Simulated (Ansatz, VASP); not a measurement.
Te in VASP and in Ansatz

```
Te
1.0
     4.61918    0.00000    0.00000
    -2.30959    4.00033    0.00000
     0.00000    0.00000    5.90755
Te
3
Cartesian
  1.1712 0.0000 0.9846
  -0.5856 1.0143 4.9230
  1.7240 2.9860 2.9538
```

Alike in both runs: functional r2SCAN; k mesh 9 × 9 × 6; occupations gaussian, width 0.02 eV; no spin polarisation.

Ansatz relaxed the structure, and its values are those at the end. VASP's run is a single point on that final structure, the one shown.

|  | VASP | Ansatz |
| --- | --- | --- |
| version | VASP 6.6.1 | Ansatz 0.2.0 |
| potentials or method | VASP PAW PBE potentials, release 64 (Te), cutoff 520 eV | scalar-relativistic, plane waves, PAW |
| valence electrons in the cell | 18 | 48 |

```csv
,VASP,Ansatz,Ansatz less VASP
gap on the k mesh at the Fermi level (eV),0.55,0.59,+0.034
least direct gap on the mesh (eV),0.55,0.59,+0.034
pressure (GPa),0.0,0.0,-0.04
rms of the force components (eV/Å),0.017,0.000,-0.0171
```

VASP's potentials were made for PBE, not for r2SCAN. VASP's potentials hold 18 valence electrons a cell and Ansatz's 48, so a difference there can come from the potentials and not from the codes.

Neither program's run includes spin-orbit coupling.
